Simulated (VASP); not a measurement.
# Au (Fm-3m) in VASP: further runs

Au is run at these levels: PBE; tasks: single point.

Everything below comes from runs of VASP 6.6.1. Logs are shortened: lines on timing, memory, paths and dates and some standing lists are left out, and cuts for length are marked.

## (1) The cell of the first run

The structure is cubic, space group Fm-3m (No. 225). The conventional cell has a = 4.118 Å, b = 4.118 Å, c = 4.118 Å, α = 90.00°, β = 90.00°, γ = 90.00°. Au (site symmetry m-3m) has 12 Au at 2.91 Å within 3.8 Å.

## (2) Single point, PBE (volume scaled by 1.02)

Contents of INCAR:

```
PREC = Accurate
ENCUT = 520
EDIFF = 1E-7
ISMEAR = -1
SIGMA = 0.08
LREAL = F
LASPH = T
NELM = 60
ALGO = Normal
ISIF = 2
LWAVE = F
LCHARG = F
GGA = PE
NBANDS = 12
```

Contents of KPOINTS:

```
Automatic mesh
0
Gamma
  14 14 14
```

Contents of POSCAR:

```
Au
1.0
    0.0000000000      2.0590467524      2.0590467524
    2.0590467524      0.0000000000      2.0590467524
    2.0590467524      2.0590467524      0.0000000000
Au
1
Direct
    0.0000000000      0.0000000000      0.0000000000
```

Potentials or basis: VASP PAW PBE potentials, release 64 (Au).

Launch:

```sh
cat potpaw_PBE.64/Au/POTCAR > POTCAR
mpirun -np 1 vasp_std > vasp.out
```

OUTCAR:

```text
PREC = Accurate
   ENCUT = 520
   EDIFF = 1E-7
   ISMEAR = -1
   LREAL = F
   LASPH = T
   NELM = 60
   ISIF = 2
   GGA = PE

 ion  position               nearest neighbor table
   1  0.000  0.000  0.000-

  LATTYP: Found a face centered cubic cell.
 ALAT       =     4.1180935048

  Lattice vectors:

 A1 = (   0.0000000000,   2.0590467524,   2.0590467524)
 A2 = (   2.0590467524,   0.0000000000,   2.0590467524)
 A3 = (   2.0590467524,   2.0590467524,   0.0000000000)

Analysis of symmetry for initial positions (statically):
[... 33 lines left out ...]
                                     Primitive cell

  volume of cell :      17.4594

  direct lattice vectors                    reciprocal lattice vectors
     0.000000000  2.059046752  2.059046752    -0.242830815  0.242830815  0.242830815
     2.059046752  0.000000000  2.059046752     0.242830815 -0.242830815  0.242830815
     2.059046752  2.059046752  0.000000000     0.242830815  0.242830815 -0.242830815

  length of vectors
     2.911931843  2.911931843  2.911931843     0.420595308  0.420595308  0.420595308

  position of ions in fractional coordinates (direct lattice)
     0.000000000  0.000000000  0.000000000

  ion indices of the primitive-cell ions
   primitive index   ion index
                 1           1

----------------------------------------------------------------------------------------

 KPOINTS: Automatic mesh

Automatic generation of k-mesh.
 Grid dimensions read from file:
 generate k-points for:   14   14   14

 Generating k-lattice:

  Cartesian coordinates                     Fractional coordinates (reciprocal lattice)
    -0.017345058  0.017345058  0.017345058     0.071428571  0.000000000  0.000000000
     0.017345058 -0.017345058  0.017345058     0.000000000  0.071428571  0.000000000
     0.017345058  0.017345058 -0.017345058     0.000000000  0.000000000  0.071428571

  Length of vectors
     0.030042522  0.030042522  0.030042522

  Shift w.r.t. Gamma in fractional coordinates (k-lattice)
     0.000000000  0.000000000  0.000000000

 Subroutine IBZKPT returns following result:
 ===========================================

 Found    104 irreducible k-points:

 Following reciprocal coordinates:
            Coordinates               Weight
  0.000000  0.000000  0.000000      1.000000
  0.071429  0.000000  0.000000      8.000000
  0.142857  0.000000  0.000000      8.000000
  0.214286  0.000000  0.000000      8.000000
  0.285714  0.000000  0.000000      8.000000
  0.357143  0.000000  0.000000      8.000000
[... 36 lines left out ...]
   NELM   =     60;   NELMIN=  2; NELMDL= -5     # of ELM steps
   EDIFF  = 0.1E-06   stopping-criterion for ELM
   LREAL  =      F    real-space projection
   EDIFFG = 0.1E-05   stopping-criterion for IOM
   NSW    =      0    number of steps for IOM
   IBRION =     -1    ionic relax: 0-MD 1-quasi-New 2-CG
   NFREE  =      0    steps in history (QN), initial steepest desc. (CG)
   ISIF   =      2    stress and relaxation
   ISYM   =      2    0-nonsym 1-usesym 2-fastsym
   POTIM  = 0.5000    time-step for ionic-motion
   TEBEG  =    0.0;   TEEND  =   0.0 temperature during run
   PSTRESS=    0.0 pullay stress
   NELECT =      11.0000    total number of electrons
   NUPDOWN=      -1.0000    fix difference up-down
   EMIN   =  10.00;   EMAX   =-10.00  energy-range for DOS
   EFERMI =   0.00;   METHOD = LEGACY
   ISMEAR =    -1;   SIGMA  =   0.08  broadening in eV -4-tet -1-fermi 0-gaus
   EFERMI_NEDOS =   21; number of points for ismear=-14 and -15
   IALGO  =     38    algorithm
   IMIX   =      4    mixing-type and parameters
     AMIX     =   0.40;   BMIX     =  1.00
     AMIX_MAG =   1.60;   BMIX_MAG =  1.00
  volume/ion in A,a.u.               =      17.46       117.82
  Fermi-wavevector in a.u.,A,eV,Ry     =   1.403448  2.652131 26.798920  1.969665
  Thomas-Fermi vector in A             =   2.526108
   LORBIT       =      0    0 simple, 1 ext, 2 COOP (PROOUT), +10 PAW based schemes
   GGA     = PE    functional components
   LHFCALC =     F    Hartree Fock is set to
   AEXX    =    0.0000 exact exchange contribution
   IVDW    =     0    specifies the selected vdW correction
   LEPSILON=     F    determine dielectric tensor
   LRPA    =     F    only Hartree local field effects (RPA)
 non-spin polarized calculation
  energy-cutoff  :      520.00
  volume of cell :       17.46
 maximum number of plane-waves:       495
 NGX is ok and might be reduce to    24
   NGX = 11   NGY = 11   NGZ = 11

 number of electron      11.0000001 magnetization

 Free energy of the ion-electron system (eV)
  ---------------------------------------------------
  ext. energy  EPLUGINS =         0.00000000
  ---------------------------------------------------
  free energy    TOTEN  =        -3.21510560 eV

  energy without entropy =       -3.20818789  energy(sigma->0) =       -3.21164675

 E-fermi :   9.0269     XC(G=0): -12.5730

 val. band max:        8.9248374159   @ k =   0.5000   0.2857   0.1429
 cond. band min:       9.0790805808   @ k =   0.5000   0.3571   0.1429
 fundamental gap:      0.1542431648
 Fermi energy:         9.0269436301

 k-point     1 :       0.0000    0.0000    0.0000
  band No.  band energies     occupation
      1      -0.5269      2.00000
      2       4.5088      2.00000
      3       4.5088      2.00000
      4       4.5088      2.00000
      5       5.9601      2.00000
      6       5.9601      2.00000
      7      23.6278      0.00000
      8      27.4890      0.00000
      9      27.4890      0.00000
     10      27.4890      0.00000
     11      32.3157      0.00000
     12      36.6920      0.00000
[... 331 lines left out ...]
 k-point    24 :       0.2857    0.1429    0.0000
  band No.  band energies     occupation
      1       1.6532      2.00000
      2       3.8209      2.00000
      3       4.7859      2.00000
      4       5.1723      2.00000
      5       6.0099      2.00000
      6       6.5036      2.00000
      7      20.9156      0.00000
      8      25.1057      0.00000
      9      25.2341      0.00000
     10      27.1904      0.00000
     11      29.8630      0.00000
     12      33.3207      0.00000

 [... further k-points ...]
[... 5 lines left out ...]
  --------------------------------------------------------------------------------------
  -------------------------------------------------------------------------------------
  Total        0.4443608      0.4443608      0.4443608      0.0000000      0.0000000     -0.0000000
  in kB       40.7772329     40.7772329     40.7772329      0.0000000      0.0000000     -0.0000000
  external PRESSURE =      40.7772329 kB  Pullay stress =       0.0000000 kB

 VOLUME and BASIS-vectors are now :
 -----------------------------------------------------------------------------
  energy-cutoff  :      520.00
  volume of cell :       17.46
      direct lattice vectors                 reciprocal lattice vectors
     0.000000000  2.059046752  2.059046752    -0.242830815  0.242830815  0.242830815
     2.059046752  0.000000000  2.059046752     0.242830815 -0.242830815  0.242830815
     2.059046752  2.059046752  0.000000000     0.242830815  0.242830815 -0.242830815

 POSITION                                       TOTAL-FORCE (eV/Angst)
 -----------------------------------------------------------------------------------
      0.00000      0.00000      0.00000         0.000000      0.000000      0.000000
 -----------------------------------------------------------------------------------
    total drift:                                0.000000     -0.000000     -0.000000

  FREE ENERGIE OF THE ION-ELECTRON SYSTEM (eV)
  ---------------------------------------------------
  free  energy   TOTEN  =        -3.2151055964 eV

  energy  without entropy=       -3.2081878943  energy(sigma->0) =       -3.21164675
```

OSZICAR:

```text
N       E                     dE             d eps       ncg     rms          rms(c)
DAV:   1     0.499498985721E+02    0.49950E+02   -0.55841E+03  2592   0.814E+02
DAV:   2    -0.279695243152E+01   -0.52747E+02   -0.50087E+02  2952   0.186E+02
DAV:   3    -0.347832423318E+01   -0.68137E+00   -0.68055E+00  2988   0.206E+01
DAV:   4    -0.348073979227E+01   -0.24156E-02   -0.24154E-02  2996   0.140E+00
DAV:   5    -0.348075829358E+01   -0.18501E-04   -0.18502E-04  3068   0.116E-01    0.873E+00
DAV:   6    -0.323484260106E+01    0.24592E+00   -0.66738E-01  2712   0.659E+00    0.559E+00
DAV:   7    -0.321714266559E+01    0.17700E-01   -0.62688E-02  3004   0.204E+00    0.270E+00
DAV:   8    -0.321511574583E+01    0.20269E-02   -0.15817E-03  2736   0.336E-01    0.260E-01
DAV:   9    -0.321509988112E+01    0.15865E-04   -0.10224E-05  3056   0.283E-02    0.139E-02
DAV:  10    -0.321510564422E+01   -0.57631E-05   -0.28339E-06  2968   0.162E-02    0.199E-03
DAV:  11    -0.321510559640E+01    0.47817E-07   -0.77506E-08  2616   0.212E-03
   1 F= -.32151056E+01 E0= -.32116467E+01  d E =-.691770E-02
```

Wall time 22 s (1 thread of Intel Xeon 8259CL, shared host); peak memory 0.15 GiB.

Results:

```
Free energy : -3.2151 eV
Pressure    : 4.1 GPa
```

Caveat: spin-orbit coupling is left out, which moves the levels of the heavy elements.

[end of part 1 of 2]
